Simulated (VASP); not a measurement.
Write the native input for VASP 6.6.1 that does the following.

```
Task                   : single point
Functional             : PBE
Potentials or basis    : VASP PAW PBE potentials, release 64 (Ti_sv, Al)
Cutoff                 : 520 eV
k mesh                 : 18 × 18 × 18
Occupations            : gaussian, width 0.1 eV
Spin                   : no spin polarisation
Dipole correction      : no
Further INCAR settings : ALGO = Fast; EDIFF = 1e-06; NBANDS = 18
```

The structure of TiAl3 lies in POSCAR:

```
TiAl3
1.0
   -1.6895264523      1.6895264523      3.7705081834
    1.6895264523     -1.6895264523      3.7705081834
    1.6895264523      1.6895264523     -3.7705081834
Ti Al
1 3
Direct
    0.0000000000      0.0000000000      0.0000000000
    0.5000000000      0.5000000000      0.0000000000
    0.7500000000      0.2500000000      0.5000000000
    0.2500000000      0.7500000000      0.5000000000
```

One way to write it, as run:

INCAR

```
ALGO = Fast ; EDIFF = 1E-6
ENCUT = 520 ; GGA = PE
ISIF = 2 ; ISMEAR = 0
LASPH = T ; LCHARG = F
LREAL = F ; LWAVE = F
NBANDS = 18 ; NELM = 80
PREC = Accurate ; SIGMA = 0.1
```

KPOINTS

```
k-points
0
Gamma
  18 18 18
```

Potentials or basis: VASP PAW PBE potentials, release 64 (Ti_sv, Al).

Run with:

```console
$ cat potpaw_PBE.64/Ti_sv/POTCAR potpaw_PBE.64/Al/POTCAR > POTCAR
$ mpirun -np 1 vasp_std > vasp.out
```

Results of the run:

```json
{"Pressure": "89.9 GPa", "Band gap on the k mesh": "zero (an odd number of electrons rules out a gap without spin polarisation)"}
```

Caveat: the cell stands under pressure.

Wall time 34 min on 1 thread of Intel Xeon 8259CL (shared host), peak memory 0.49 GiB.
